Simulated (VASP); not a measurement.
Here is a VASP 6.6.1 calculation.

INCAR

```
SYSTEM = TiB2
PREC = Accurate
ENCUT = 600
EDIFF = 1E-6
ISMEAR = 0
SIGMA = 0.1
LREAL = .FALSE.
LASPH = .TRUE.
NELM = 80
ALGO = Normal
ISIF = 3
LWAVE = .FALSE.
LCHARG = .FALSE.
GGA = PE
IBRION = 2
NSW = 60
EDIFFG = -0.01
```

KPOINTS

```
regular mesh
0
G
  6 6 9
  0 0 0
```

POSCAR

```
TiB2
1.0
    4.4800000000      0.0000000000      0.0000000000
    0.0000000000      4.4800000000      0.0000000000
    0.0000000000      0.0000000000      2.9120000000
Ti B
2 4
Direct
    0.0000000000      0.0000000000      0.0000000000
    0.5000000000      0.5000000000      0.5000000000
    0.3050000000      0.3050000000      0.0000000000
    0.1950000000      0.8050000000      0.5000000000
    0.6950000000      0.6950000000      0.0000000000
    0.8050000000      0.1950000000      0.5000000000
```

Potentials or basis: VASP PAW PBE potentials, release 64 (Ti_sv, B).

Run with:

```bash
$ cat potpaw_PBE.64/Ti_sv/POTCAR potpaw_PBE.64/B/POTCAR > POTCAR
$ mpirun -np 1 vasp_std > vasp.out
```

Task: Estimate the relaxed volume.

Result: 12.31 Å³/atom.

Task: Predict the relaxed cell.

Result: a = 4.137 Å, b = 4.137 Å, c = 4.315 Å, α = 90.00°, β = 90.00°, γ = 90.00°.

Forces on the atoms (eV/Å):
```
Ti   0.000  0.000  0.000
Ti   0.000  0.000  0.000
B    0.007  0.007  0.000
B   -0.007  0.007  0.000
B   -0.007 -0.007  0.000
B    0.007 -0.007  0.000
```

Caveat: the volume moved by over 15 % at a fixed basis, so the end points are rough.
